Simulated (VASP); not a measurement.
Wanted: the native input for a VASP 6.6.1 run.

| Quantity | Value |
| --- | --- |
| Task | relaxation of cell and atoms |
| Functional | r2SCAN |
| Potentials or basis | VASP PAW PBE potentials, release 64 (Pb_d) |
| Cutoff | 600 eV |
| k mesh | 12 × 12 × 12 |
| Occupations | fermi-dirac, width 0.05 eV |
| Spin | no spin polarisation |
| Dipole correction | no |
| Further INCAR settings | ALGO = Normal; EDIFF = 1e-06; IBRION = 2; EDIFFG = -0.002; NSW = 100; ISIF = 3 |

The system is Pb.

```
CELL_PARAMETERS angstrom
2.47502 2.47502 0.00000
-2.47502 2.47502 0.00000
0.00000 2.47502 2.47502
ATOMIC_POSITIONS crystal
Pb 0.00000 0.00000 0.00000
```

One way to write it, as run:

POSCAR

```
Pb
1.0
    2.4750200000      2.4750200000      0.0000000000
   -2.4750200000      2.4750200000      0.0000000000
    0.0000000000      2.4750200000      2.4750200000
Pb
1
Direct
    0.0000000000      0.0000000000      0.0000000000
```

INCAR.step1

```
PREC = Accurate
ENCUT = 600
ISMEAR = -1
SIGMA = 0.05
LREAL = False
LASPH = True
NELM = 60
GGA = PE
ALGO = Normal
EDIFF = 1E-4
LWAVE = True
LCHARG = False
```

INCAR.step2

```
PREC = Accurate
ENCUT = 600
EDIFF = 1E-6
ISMEAR = -1
SIGMA = 0.05
LREAL = False
LASPH = True
NELM = 60
ALGO = Normal
ISIF = 3
LWAVE = False
LCHARG = False
METAGGA = R2SCAN
LMIXTAU = True
IBRION = 2
NSW = 100
EDIFFG = -0.002
ISTART = 1
```

KPOINTS

```
regular mesh
0
Gamma
  12 12 12
```

Potentials or basis: VASP PAW PBE potentials, release 64 (Pb_d).

Command:

```sh
$ cat potpaw_PBE.64/Pb_d/POTCAR > POTCAR
$ cp INCAR.step1 INCAR
$ mpirun -np 1 vasp_std > vasp.out
$ cp INCAR.step2 INCAR
$ mpirun -np 1 vasp_std > vasp.out
```

It gave:

* Relaxed volume: 31.36 Å³/atom
* Relaxed cell: a = 3.540 Å, b = 3.540 Å, c = 3.540 Å, α = 60.00°, β = 60.00°, γ = 90.00°
* Space group after relaxing (to 0.05 Å): Fm-3m (No. 225)
* Energy gained by relaxing: 4.9 meV/atom
* Ionic steps: 3
* Pressure after relaxing: 0.0 GPa
* Band gap on the k mesh: zero (band 7 reaches 14.31 eV, above the bottom of band 8 at 5.28 eV)

Caveat: the PAW data sets were made with another functional, which shifts forces and pressure a little; spin-orbit coupling is left out, which moves the levels of the heavy elements.

It used 350 s of CPU time on 1 thread of AMD EPYC 7R13 Processor (Zen 3), on a shared host.
